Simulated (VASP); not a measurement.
# TiSi2 (Cmcm) in VASP: notebook, part 2 of 2

VASP 6.6.1. The steps go on from the part before.

**4. Single point, PBE (equal strain along all axes, cell held: -2.0 %, then relaxed in part)**

The input, INCAR:

```
PREC     = Accurate       # precision mode
ENCUT    = 520            # plane-wave cutoff, eV
EDIFF    = 1E-6           # SCF threshold, eV
ISMEAR   = 0              # smearing method
SIGMA    = 0.1            # smearing width, eV
LREAL    = False          # projectors in reciprocal space
LASPH    = True           # aspherical terms in the spheres
NELM     = 100            # most SCF steps
ALGO     = Normal         # electronic algorithm
ISIF     = 2              # what is computed and relaxed
LWAVE    = False          # write WAVECAR
LCHARG   = False          # write CHGCAR
GGA      = PE             # functional
NBANDS   = 52             # bands
```

The input, KPOINTS:

```
regular mesh
0
Gamma
  10 4 10
```

The input, POSCAR:

```
TiSi2
1.0
    3.4766556974      0.0000000000      0.0000000000
    0.0000000000     13.2894720428      0.0000000000
    0.0000000000      0.0000000000      3.5076376971
Ti Si
4 8
Direct
    0.5000000000      0.6024244075      0.7500000000
    0.0000000000      0.8975755925      0.2500000000
    0.0000000000      0.1024244075      0.7500000000
    0.5000000000      0.3975755925      0.2500000000
    0.5000000000      0.9397445902      0.7500000000
    0.0000000000      0.5602554098      0.2500000000
    0.0000000000      0.7502645657      0.7500000000
    0.5000000000      0.7497354343      0.2500000000
    0.0000000000      0.4397445902      0.7500000000
    0.5000000000      0.0602554098      0.2500000000
    0.5000000000      0.2502645657      0.7500000000
    0.0000000000      0.2497354343      0.2500000000
```

Potentials or basis: VASP PAW PBE potentials, release 64 (Ti_sv, Si).

On the command line:

```console
> cat potpaw_PBE.64/Ti_sv/POTCAR potpaw_PBE.64/Si/POTCAR > POTCAR
> mpirun -np 1 vasp_std > vasp.out
```

OUTCAR:

```text
PREC = Accurate
   ENCUT = 520
   EDIFF = 1E-6
   ISMEAR = 0
   LREAL = False
   LASPH = True
   NELM = 100
   ISIF = 2
   GGA = PE

 ion  position               nearest neighbor table
   1  0.500  0.602  0.750-   6 2.53   6 2.53   6 2.53   6 2.53   7 2.62   7 2.62   8 2.63   8 2.63
                             9 2.77   9 2.77
   2  0.000  0.898  0.250-   5 2.53   5 2.53   5 2.53   5 2.53   8 2.62   8 2.62   7 2.63   7 2.63
                            10 2.77  10 2.77
   3  0.000  0.102  0.750-  10 2.53  10 2.53  10 2.53  10 2.53  11 2.62  11 2.62  12 2.63  12 2.63
                             5 2.77   5 2.77
   4  0.500  0.398  0.250-   9 2.53   9 2.53   9 2.53   9 2.53  12 2.62  12 2.62  11 2.63  11 2.63
                             6 2.77   6 2.77
   5  0.500  0.940  0.750-  10 2.38  10 2.38   2 2.53   2 2.53   2 2.53   2 2.53   3 2.77   3 2.77
                             7 3.06   7 3.06   8 3.07   8 3.07
   6  0.000  0.560  0.250-   9 2.38   9 2.38   1 2.53   1 2.53   1 2.53   1 2.53   4 2.77   4 2.77
                             8 3.06   8 3.06   7 3.07   7 3.07
   7  0.000  0.750  0.750-   8 2.47   8 2.47   8 2.47   8 2.47   1 2.62   1 2.62   2 2.63   2 2.63
                             5 3.06   5 3.06   6 3.07   6 3.07
   8  0.500  0.750  0.250-   7 2.47   7 2.47   7 2.47   7 2.47   2 2.62   2 2.62   1 2.63   1 2.63
                             6 3.06   6 3.06   5 3.07   5 3.07
   9  0.000  0.440  0.750-   6 2.38   6 2.38   4 2.53   4 2.53   4 2.53   4 2.53   1 2.77   1 2.77
                            11 3.06  11 3.06  12 3.07  12 3.07
  10  0.500  0.060  0.250-   5 2.38   5 2.38   3 2.53   3 2.53   3 2.53   3 2.53   2 2.77   2 2.77
                            12 3.06  12 3.06  11 3.07  11 3.07
  11  0.500  0.250  0.750-  12 2.47  12 2.47  12 2.47  12 2.47   3 2.62   3 2.62   4 2.63   4 2.63
                             9 3.06   9 3.06  10 3.07  10 3.07
  12  0.000  0.250  0.250-  11 2.47  11 2.47  11 2.47  11 2.47   4 2.62   4 2.62   3 2.63   3 2.63
                            10 3.06  10 3.06   9 3.07   9 3.07

  LATTYP: Found a simple orthorhombic cell.
 ALAT       =     3.4766556974
 B/A-ratio  =     1.0089114374
 C/A-ratio  =     3.8224872405

  Lattice vectors:

 A1 = (  -3.4766556974,   0.0000000000,   0.0000000000)
 A2 = (   0.0000000000,   0.0000000000,   3.5076376971)
 A3 = (   0.0000000000,  13.2894720428,   0.0000000000)

Analysis of symmetry for initial positions (statically):
=====================================================================
 Subroutine PRICEL returns following result:

  LATTYP: Found a base centered orthorhombic cell.
 ALAT       =     3.4766556974
 B/A-ratio  =     3.8224872405
 C/A-ratio  =     1.0089114374

  Lattice vectors:

 A1 = (  -1.7383278487,   6.6447360214,   0.0000000000)
 A2 = (  -1.7383278487,  -6.6447360214,   0.0000000000)
 A3 = (   0.0000000000,   0.0000000000,   3.5076376971)

   2 primitive cells build up your supercell.

 Routine SETGRP: Setting up the symmetry group for a
 simple orthorhombic supercell.

 Subroutine GETGRP returns: Found  8 space group operations
 (whereof  4 operations were pure point group operations)
 out of a pool of  8 trial point group operations.

The static configuration has the point symmetry C_2h.
 The point group associated with its full space group is D_2h.

Analysis of symmetry for dynamics (positions and initial velocities):
=====================================================================
 Subroutine PRICEL returns following result:

  LATTYP: Found a base centered orthorhombic cell.
 ALAT       =     3.4766556974
 B/A-ratio  =     3.8224872405
 C/A-ratio  =     1.0089114374
[... 115 lines left out ...]
 SYSTEM =  unknown system
   PREC   = accura    normal or accurate (medium, high low for compatibility)
   ISTART =      0    job   : 0-new  1-cont  2-samecut
   ICHARG =      2    charge: 1-file 2-atom 10-const
   ISPIN  =      1    spin polarized calculation?
   LNONCOLLINEAR =      F non collinear calculations
   LSORBIT =      F    spin-orbit coupling
   LASPH  =      T    aspherical Exc in radial PAW
   ENCUT  =  520.0 eV  38.22 Ry    6.18 a.u.   6.46 24.71  6.52*2*pi/ulx,y,z
   NELM   =    100;   NELMIN=  2; NELMDL= -5     # of ELM steps
   EDIFF  = 0.1E-05   stopping-criterion for ELM
   LREAL  =      F    real-space projection
   EDIFFG = 0.1E-04   stopping-criterion for IOM
   NSW    =      0    number of steps for IOM
   IBRION =     -1    ionic relax: 0-MD 1-quasi-New 2-CG
   NFREE  =      0    steps in history (QN), initial steepest desc. (CG)
   ISIF   =      2    stress and relaxation
   ISYM   =      2    0-nonsym 1-usesym 2-fastsym
   POTIM  = 0.5000    time-step for ionic-motion
   TEBEG  =    0.0;   TEEND  =   0.0 temperature during run
   PSTRESS=    0.0 pullay stress
   NELECT =      80.0000    total number of electrons
   NUPDOWN=      -1.0000    fix difference up-down
   EMIN   =  10.00;   EMAX   =-10.00  energy-range for DOS
   EFERMI =   0.00;   METHOD = LEGACY
   ISMEAR =     0;   SIGMA  =   0.10  broadening in eV -4-tet -1-fermi 0-gaus
   EFERMI_NEDOS =   21; number of points for ismear=-14 and -15
   IALGO  =     38    algorithm
   IMIX   =      4    mixing-type and parameters
     AMIX     =   0.40;   BMIX     =  1.00
     AMIX_MAG =   1.60;   BMIX_MAG =  1.00
  volume/ion in A,a.u.               =      13.51        91.14
  Fermi-wavevector in a.u.,A,eV,Ry     =   1.293829  2.444982 22.776053  1.673993
  Thomas-Fermi vector in A             =   2.425450
   LORBIT       =      0    0 simple, 1 ext, 2 COOP (PROOUT), +10 PAW based schemes
   GGA     = PE    functional components
   LHFCALC =     F    Hartree Fock is set to
   AEXX    =    0.0000 exact exchange contribution
   IVDW    =     0    specifies the selected vdW correction
   LEPSILON=     F    determine dielectric tensor
   LRPA    =     F    only Hartree local field effects (RPA)
 non-spin polarized calculation
 Gauss-broadening in eV      SIGMA  =   0.10
  energy-cutoff  :      520.00
  volume of cell :      162.06
 maximum number of plane-waves:      4414
 NGX is ok and might be reduce to    28
   NGX = 13   NGY = 49   NGZ = 13

 number of electron      80.0000005 magnetization

 Free energy of the ion-electron system (eV)
  ---------------------------------------------------
  ext. energy  EPLUGINS =         0.00000000
  ---------------------------------------------------
  free energy    TOTEN  =       -81.23023422 eV

  energy without entropy =      -81.21636379  energy(sigma->0) =      -81.22329901

 E-fermi :  11.1786     XC(G=0): -11.8628

 val. band max:       11.1622087458   @ k =   0.4000   0.2500   0.1000
 cond. band min:      11.2000212798   @ k =   0.0000   0.5000   0.1000
 fundamental gap:      0.0378125340
 Fermi energy:        11.1785635591

 k-point     1 :       0.0000    0.0000    0.0000
  band No.  band energies     occupation
      1     -45.5031      2.00000
      2     -45.5029      2.00000
      3     -45.4907      2.00000
      4     -45.4905      2.00000
      5     -21.8825      2.00000
      6     -21.8747      2.00000
[... 1309 lines left out ...]
     51      13.1967      0.00000
     52      13.1967      0.00000

 [... further k-points ...]

------------------------ aborting loop because EDIFF is reached ----------------------------------------

  FORCE on cell =-STRESS in cart. coord.  units (eV):
  Direction    XX          YY          ZZ          XY          YZ          ZX
  --------------------------------------------------------------------------------------
  -------------------------------------------------------------------------------------
  Total        9.9608665      7.1527458     10.5793560      0.0000000      0.0000000      0.0000000
  in kB       98.4744497     70.7129947    104.5889185      0.0000000      0.0000000      0.0000000
  external PRESSURE =      91.2587876 kB  Pullay stress =       0.0000000 kB

 VOLUME and BASIS-vectors are now :
 -----------------------------------------------------------------------------
  energy-cutoff  :      520.00
  volume of cell :      162.06
      direct lattice vectors                 reciprocal lattice vectors
     3.476655697  0.000000000  0.000000000     0.287632739  0.000000000  0.000000000
     0.000000000 13.289472043  0.000000000     0.000000000  0.075247534  0.000000000
     0.000000000  0.000000000  3.507637697     0.000000000  0.000000000  0.285092158

 POSITION                                       TOTAL-FORCE (eV/Angst)
 -----------------------------------------------------------------------------------
      1.73833      8.00590      2.63073        -0.000000      0.001855      0.000000
      0.00000     11.92831      0.87691        -0.000000     -0.001855     -0.000000
      0.00000      1.36117      2.63073        -0.000000      0.001855     -0.000000
      1.73833      5.28357      0.87691         0.000000     -0.001855      0.000000
      1.73833     12.48871      2.63073         0.000000      0.009611     -0.000000
      0.00000      7.44550      0.87691        -0.000000     -0.009611     -0.000000
      0.00000      9.97062      2.63073        -0.000000     -0.000548     -0.000000
      1.73833      9.96359      0.87691        -0.000000      0.000548     -0.000000
      0.00000      5.84397      2.63073        -0.000000      0.009611     -0.000000
      1.73833      0.80076      0.87691         0.000000     -0.009611     -0.000000
      1.73833      3.32588      2.63073         0.000000     -0.000548     -0.000000
      0.00000      3.31885      0.87691        -0.000000      0.000548     -0.000000
 -----------------------------------------------------------------------------------
    total drift:                                0.000000      0.000000      0.000000

  FREE ENERGIE OF THE ION-ELECTRON SYSTEM (eV)
  ---------------------------------------------------
  free  energy   TOTEN  =       -81.2302342243 eV

  energy  without entropy=      -81.2163637919  energy(sigma->0) =      -81.22329901
```

Run time: 9.6 min. Hardware: 1 thread of AMD EPYC 9R45 (Zen 5), shared host; peak memory 0.68 GiB.

What came out:

```yaml
Free_energy: -81.2302 eV
Pressure: 9.1 GPa
Largest_force: 0.010 eV/Å
Band_gap_on_the_k_mesh: zero (bands 40 and 41 overlap by 1.03 eV)
```

Forces on the atoms (eV/Å):
```
Ti   0.000  0.002  0.000
Ti   0.000 -0.002  0.000
Ti   0.000  0.002  0.000
Ti   0.000 -0.002  0.000
Si   0.000  0.010  0.000
Si   0.000 -0.010  0.000
Si   0.000 -0.001  0.000
Si   0.000  0.001  0.000
Si   0.000  0.010  0.000
Si   0.000 -0.010  0.000
Si   0.000 -0.001  0.000
Si   0.000  0.001  0.000
```

Stress tensor (GPa, compression positive):
```
 9.85  0.00  0.00
 0.00  7.07  0.00
 0.00  0.00 10.46
```

Caveat: the cell differs from its parent crystal (equal strain along all axes, cell held: -2.0 %, then relaxed in part); the cell stands under pressure.

**5. Summary**

| task | cell | k mesh | cutoff (eV) | gap on the mesh (eV) | pressure (GPa) | largest force (eV/Å) |
| --- | --- | --- | --- | --- | --- | --- |
| single point | a = 3.690, b = 14.103, c = 3.722 Å, 12 atoms, atomic positions A | 10 × 4 × 10 | 520 | none | -12.2 | 0.01 |
| relaxation of cell and atoms | relaxed from a = 6.986, b = 6.986, c = 3.565 Å, angles 90.0, 90.0, 150.7°, 6 atoms, atomic positions B | 10 × 10 × 10 | 600 | none | 0.0 | 0.01 |
| single point | a = 3.477, b = 13.289, c = 3.508 Å, 12 atoms, atomic positions C | 10 × 4 × 10 | 520 | none | 9.1 | 0.01 |

Alike in all rows: level PBE; potentials or basis VASP PAW PBE potentials, release 64 (Ti_sv, Si); no spin polarisation; smearing gaussian 0.1 eV.

Caveats: the cell stands under tension (at least some runs); the cell stands under pressure (at least some runs).

Total energies depend on the potentials used, so only differences within one code and one set of settings carry meaning.
